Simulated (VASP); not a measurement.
# YTlO2 (R-3m) in VASP: a series of runs

Runs on YTlO2. Level: LDA. Tasks: single point.

Everything below comes from runs of VASP 6.6.1. Logs are shortened: lines on timing, memory, paths and dates and some standing lists are left out, and cuts for length are marked.

### Step 1. The cell of the first run

The structure is trigonal, space group R-3m (No. 166). The conventional cell has a = 3.512 Å, b = 3.512 Å, c = 17.552 Å, α = 90.00°, β = 90.00°, γ = 120.00°. Y (site symmetry -3m) has 6 O at 2.27 Å within 3.0 Å. Tl (site symmetry -3m) has 6 O at 2.79 Å and 6 Tl at 3.51 Å and 6 Y at 3.56 Å within 3.7 Å. Within 3.0 Å of O (site symmetry 3m) lie 3 Y at 2.27 Å and 3 Tl at 2.79 Å and 3 O at 2.86 Å.

### Step 2. Single point, LDA (strain -0.1000 x Voigt [0, 0, 1, 0, 0, 0])

INCAR

```
SYSTEM = YTlO2
  PREC = Accurate
  ENCUT = 520
  EDIFF = 1E-6
  ISMEAR = 0
  SIGMA = 0.05
  LREAL = .False.
  LASPH = .True.
  NELM = 80
  ALGO = Normal
  ISIF = 2
  LWAVE = .False.
  LCHARG = .False.
  GGA = CA
  NBANDS = 26
```

KPOINTS

```
regular mesh
0
Gamma
  9 9 9
  0 0 0
```

POSCAR

```
YTlO2
1.0
    1.7562310296      1.0139604577      5.8505087582
   -1.7562310296      1.0139604577      5.8505087582
    0.0000000000     -2.0279209154      5.8505087582
Y Tl O
1 1 2
Direct
    0.5000000000      0.5000000000      0.5000000000
    0.0000000000      0.0000000000      0.0000000000
    0.7756830000      0.7756830000      0.7756830000
    0.2243170000      0.2243170000      0.2243170000
```

Potentials or basis: VASP PAW LDA potentials, release 64 (Y_sv, Tl_d, O).

Launch:

```
$ cat potpaw_LDA.64/Y_sv/POTCAR potpaw_LDA.64/Tl_d/POTCAR potpaw_LDA.64/O/POTCAR > POTCAR
$ mpirun -np 1 vasp_std > vasp.out
```

OUTCAR:

```text
SYSTEM = YTlO2
   PREC = Accurate
   ENCUT = 520
   EDIFF = 1E-6
   ISMEAR = 0
   LREAL = .False.
   LASPH = .True.
   NELM = 80
   ISIF = 2
   GGA = CA

 ion  position               nearest neighbor table
   1  0.500  0.500  0.500-   4 2.27   4 2.27   3 2.27   3 2.27   4 2.27   3 2.27   2 3.56   2 3.56
                             2 3.56   2 3.56   2 3.56   2 3.56
   2  0.000  0.000  0.000-   3 2.79   3 2.79   4 2.79   4 2.79   3 2.79   4 2.79   1 3.56   1 3.56
                             1 3.56   1 3.56   1 3.56   1 3.56
   3  0.776  0.776  0.776-   1 2.27   1 2.27   1 2.27   2 2.79   2 2.79   2 2.79
   4  0.224  0.224  0.224-   1 2.27   1 2.27   1 2.27   2 2.79   2 2.79   2 2.79

  LATTYP: Found a trigonal (rhomboedric) cell.
 ALAT       =     6.1920041965
 COS(alpha) =     0.8391093509

  Lattice vectors:

 A1 = (   1.7562310296,   1.0139604577,   5.8505087582)
 A2 = (  -1.7562310296,   1.0139604577,   5.8505087582)
 A3 = (   0.0000000000,  -2.0279209154,   5.8505087582)

Analysis of symmetry for initial positions (statically):
=====================================================================
 Subroutine PRICEL returns:
 Original cell was already a primitive cell.

 Routine SETGRP: Setting up the symmetry group for a
 trigonal (rhombohedral) supercell.

 Subroutine GETGRP returns: Found 12 space group operations
 (whereof 12 operations were pure point group operations)
 out of a pool of 12 trial point group operations.

The static configuration has the point symmetry D_3d.

Analysis of symmetry for dynamics (positions and initial velocities):
=====================================================================
 Subroutine PRICEL returns:
 Original cell was already a primitive cell.

 Routine SETGRP: Setting up the symmetry group for a
 trigonal (rhombohedral) supercell.

 Subroutine GETGRP returns: Found 12 space group operations
 (whereof 12 operations were pure point group operations)
 out of a pool of 12 trial point group operations.

The dynamic configuration has the point symmetry D_3d.

 Subroutine INISYM returns: Found 12 space group operations
 (whereof 12 operations are pure point group operations),
 and found     1 'primitive' translations

----------------------------------------------------------------------------------------

                                     Primitive cell

  volume of cell :      62.5097

  direct lattice vectors                    reciprocal lattice vectors
     1.756231030  1.013960458  5.850508758     0.284700584  0.164371959  0.056975102
    -1.756231030  1.013960458  5.850508758    -0.284700584  0.164371959  0.056975102
     0.000000000 -2.027920915  5.850508758     0.000000000 -0.328743918  0.056975102

  length of vectors
     6.192004196  6.192004196  6.192004196     0.333644610  0.333644610  0.333644610

  position of ions in fractional coordinates (direct lattice)
     0.500000000  0.500000000  0.500000000
     0.000000000  0.000000000  0.000000000
     0.775683000  0.775683000  0.775683000
     0.224317000  0.224317000  0.224317000

  ion indices of the primitive-cell ions
   primitive index   ion index
                 1           1
                 2           2
                 3           3
                 4           4

----------------------------------------------------------------------------------------

 KPOINTS: regular mesh

Automatic generation of k-mesh.
 Grid dimensions read from file:
 generate k-points for:    9    9    9

 Generating k-lattice:

  Cartesian coordinates                     Fractional coordinates (reciprocal lattice)
     0.031633398  0.018263551  0.006330567     0.111111111 -0.000000000  0.000000000
    -0.031633398  0.018263551  0.006330567    -0.000000000  0.111111111  0.000000000
     0.000000000 -0.036527102  0.006330567     0.000000000  0.000000000  0.111111111

  Length of vectors
     0.037071623  0.037071623  0.037071623

  Shift w.r.t. Gamma in fractional coordinates (k-lattice)
     0.000000000  0.000000000  0.000000000

 Subroutine IBZKPT returns following result:
 ===========================================

 Found     85 irreducible k-points:

 Following reciprocal coordinates:
            Coordinates               Weight
  0.000000  0.000000  0.000000      1.000000
  0.111111  0.000000 -0.000000      6.000000
  0.222222  0.000000  0.000000      6.000000
  0.333333  0.000000 -0.000000      6.000000
  0.444444  0.000000  0.000000      6.000000
  0.111111  0.111111 -0.000000      6.000000
[... 16 lines left out ...]
 -0.333333  0.333333  0.000000      6.000000
  0.444444  0.444444  0.000000      6.000000
 [... further k-points ...]
   k-points           NKPTS =     85   k-points in BZ     NKDIM =     85   number of bands    NBANDS=     26
   number of dos      NEDOS =    301   number of ions     NIONS =      4
   total plane-waves  NPLWV = 110592
   dimension x,y,z NGX =    48 NGY =   48 NGZ =   48
   dimension x,y,z NGXF=    96 NGYF=   96 NGZF=   96
   ions per type =               1   1   2
   NGX,Y,Z   is equivalent  to a cutoff of  12.89, 12.89, 12.89 a.u.
   NGXF,Y,Z  is equivalent  to a cutoff of  25.77, 25.77, 25.77 a.u.
 SYSTEM =  YTlO2
   PREC   = accura    normal or accurate (medium, high low for compatibility)
   ISTART =      0    job   : 0-new  1-cont  2-samecut
   ICHARG =      2    charge: 1-file 2-atom 10-const
   ISPIN  =      1    spin polarized calculation?
   LNONCOLLINEAR =      F non collinear calculations
   LSORBIT =      F    spin-orbit coupling
   LASPH  =      T    aspherical Exc in radial PAW
   ENCUT  =  520.0 eV  38.22 Ry    6.18 a.u.  11.51 11.51 11.51*2*pi/ulx,y,z
   NELM   =     80;   NELMIN=  2; NELMDL= -5     # of ELM steps
   EDIFF  = 0.1E-05   stopping-criterion for ELM
   LREAL  =      F    real-space projection
   EDIFFG = 0.1E-04   stopping-criterion for IOM
   NSW    =      0    number of steps for IOM
   IBRION =     -1    ionic relax: 0-MD 1-quasi-New 2-CG
   NFREE  =      0    steps in history (QN), initial steepest desc. (CG)
   ISIF   =      2    stress and relaxation
   ISYM   =      2    0-nonsym 1-usesym 2-fastsym
   POTIM  = 0.5000    time-step for ionic-motion
   TEBEG  =    0.0;   TEEND  =   0.0 temperature during run
   PSTRESS=    0.0 pullay stress
   NELECT =      36.0000    total number of electrons
   NUPDOWN=      -1.0000    fix difference up-down
   EMIN   =  10.00;   EMAX   =-10.00  energy-range for DOS
   EFERMI =   0.00;   METHOD = LEGACY
   ISMEAR =     0;   SIGMA  =   0.05  broadening in eV -4-tet -1-fermi 0-gaus
   EFERMI_NEDOS =   21; number of points for ismear=-14 and -15
   IALGO  =     38    algorithm
   IMIX   =      4    mixing-type and parameters
     AMIX     =   0.40;   BMIX     =  1.00
     AMIX_MAG =   1.60;   BMIX_MAG =  1.00
  volume/ion in A,a.u.               =      15.63       105.46
  Fermi-wavevector in a.u.,A,eV,Ry     =   1.362050  2.573902 25.241270  1.855181
  Thomas-Fermi vector in A             =   2.488573
   LORBIT       =      0    0 simple, 1 ext, 2 COOP (PROOUT), +10 PAW based schemes
   GGA     = CA    functional components
   LHFCALC =     F    Hartree Fock is set to
   AEXX    =    0.0000 exact exchange contribution
   IVDW    =     0    specifies the selected vdW correction
   LEPSILON=     F    determine dielectric tensor
   LRPA    =     F    only Hartree local field effects (RPA)
 non-spin polarized calculation
 Gauss-broadening in eV      SIGMA  =   0.05
  energy-cutoff  :      520.00
  volume of cell :       62.51
 maximum number of plane-waves:      1725
 NGX is ok and might be reduce to    48
   NGX = 23   NGY = 23   NGZ = 23

 number of electron      36.0000002 magnetization

 Free energy of the ion-electron system (eV)
  ---------------------------------------------------
  ext. energy  EPLUGINS =         0.00000000
  ---------------------------------------------------
  free energy    TOTEN  =       -30.91869240 eV

  energy without entropy =      -30.91869240  energy(sigma->0) =      -30.91869240

 E-fermi :   4.7471     XC(G=0): -11.3537

 val. band max:        4.4838766426   @ k =   0.4444   0.4444   0.4444
 cond. band min:       6.3159466032   @ k =  -0.4444   0.4444   0.0000
 fundamental gap:      1.8320699606
 Fermi energy:         4.7470685503

 k-point     1 :       0.0000    0.0000    0.0000
  band No.  band energies     occupation
      1     -35.7567      2.00000
      2     -16.5468      2.00000
      3     -15.6530      2.00000
      4     -15.6530      2.00000
      5     -12.3403      2.00000
      6     -10.8563      2.00000
[... 18 lines left out ...]
     25      13.9774      0.00000
     26      14.0494      0.00000

 k-point     2 :       0.1111    0.0000   -0.0000
  band No.  band energies     occupation
      1     -35.7469      2.00000
      2     -16.5015      2.00000
      3     -15.8699      2.00000
      4     -15.6752      2.00000
      5     -12.0945      2.00000
      6     -10.9683      2.00000
[... 18 lines left out ...]
     25      13.5777      0.00000
     26      14.1790      0.00000

 k-point     3 :       0.2222    0.0000    0.0000
  band No.  band energies     occupation
      1     -35.7219      2.00000
      2     -16.4242      2.00000
      3     -16.2769      2.00000
      4     -15.7306      2.00000
      5     -11.6550      2.00000
      6     -11.1581      2.00000
[... 18 lines left out ...]
     25      13.1909      0.00000
     26      14.2179      0.00000

 k-point     4 :       0.3333    0.0000   -0.0000
  band No.  band energies     occupation
      1     -35.6932      2.00000
      2     -16.7688      2.00000
      3     -16.1945      2.00000
      4     -15.7925      2.00000
      5     -11.7424      2.00000
      6     -10.8824      2.00000
[... 18 lines left out ...]
     25      13.1975      0.00000
     26      14.1380      0.00000
[... 496 lines left out ...]
      1     -35.6662      2.00000
      2     -16.8135      2.00000
      3     -16.2718      2.00000
      4     -16.0433      2.00000
      5     -11.5007      2.00000
      6     -10.8803      2.00000
[... 18 lines left out ...]
     25      13.3465      0.00000
     26      14.0710      0.00000

 k-point    23 :      -0.3333    0.3333    0.0000
  band No.  band energies     occupation
      1     -35.6612      2.00000
      2     -16.5913      2.00000
      3     -16.5903      2.00000
      4     -16.0350      2.00000
      5     -11.1607      2.00000
      6     -11.1602      2.00000
[... 18 lines left out ...]
     25      13.4279      0.00000
     26      13.5184      0.00000

 k-point    24 :       0.4444    0.4444    0.0000
  band No.  band energies     occupation
      1     -35.6744      2.00000
      2     -17.0039      2.00000
      3     -16.0798      2.00000
      4     -15.8318      2.00000
      5     -11.9730      2.00000
      6     -10.5599      2.00000
[... 18 lines left out ...]
     25      13.1846      0.00000
     26      14.1797      0.00000

 [... further k-points ...]

------------------------ aborting loop because EDIFF is reached ----------------------------------------

  FORCE on cell =-STRESS in cart. coord.  units (eV):
  Direction    XX          YY          ZZ          XY          YZ          ZX
  --------------------------------------------------------------------------------------
  -------------------------------------------------------------------------------------
  Total       -0.6884828     -0.6884828      2.9805303      0.0000000     -0.0000000      0.0000000
  in kB      -17.6463993    -17.6463993     76.3935283      0.0000000     -0.0000000      0.0000000
  external PRESSURE =      13.7002432 kB  Pullay stress =       0.0000000 kB

 VOLUME and BASIS-vectors are now :
 -----------------------------------------------------------------------------
  energy-cutoff  :      520.00
  volume of cell :       62.51
      direct lattice vectors                 reciprocal lattice vectors
     1.756231030  1.013960458  5.850508758     0.284700584  0.164371959  0.056975102
    -1.756231030  1.013960458  5.850508758    -0.284700584  0.164371959  0.056975102
     0.000000000 -2.027920915  5.850508758     0.000000000 -0.328743918  0.056975102

 POSITION                                       TOTAL-FORCE (eV/Angst)
 -----------------------------------------------------------------------------------
      0.00000      0.00000      8.77576         0.000000     -0.000000      0.000000
      0.00000      0.00000      0.00000         0.000000     -0.000000      0.000000
      0.00000      0.00000     13.61442         0.000000      0.000000     -0.165664
      0.00000      0.00000      3.93711         0.000000     -0.000000      0.165664
 -----------------------------------------------------------------------------------
    total drift:                                0.000000      0.000000      0.000000

  FREE ENERGIE OF THE ION-ELECTRON SYSTEM (eV)
  ---------------------------------------------------
  free  energy   TOTEN  =       -30.9186923994 eV

  energy  without entropy=      -30.9186923994  energy(sigma->0) =      -30.91869240
```

It took 9.5 min on 1 thread of Oxide Virtual Turin-like, shared host; peak memory 0.35 GiB.

Results:

- Free energy: -30.9187 eV
- Pressure: 1.4 GPa
- Largest force: 0.166 eV/Å
- Band gap on the k mesh: 1.83 eV (least direct gap 2.01 eV)

Forces on the atoms (eV/Å):
```
Y    0.000  0.000  0.000
Tl   0.000  0.000  0.000
O    0.000  0.000 -0.166
O    0.000  0.000  0.166
```

Levels at points of the mesh, in eV from the valence-band top:
```
           k point  band 14  band 15  band 16  band 17  band 18  band 19  band 20  band 21  band 22  band 23
(0.00, 0.00, 0.00)    -3.45    -2.33    -1.89    -1.37    -1.37     4.17     5.04     5.04     5.88     8.18
```

Caveat: the cell differs from its parent crystal (strain -0.1000 x Voigt [0, 0, 1, 0, 0, 0]); the stress differs along the axes, from -2 to 8 GPa; spin-orbit coupling is left out, which moves the levels of the heavy elements. A k mesh can miss the band edges.

(Continued in part 2 of 2.)
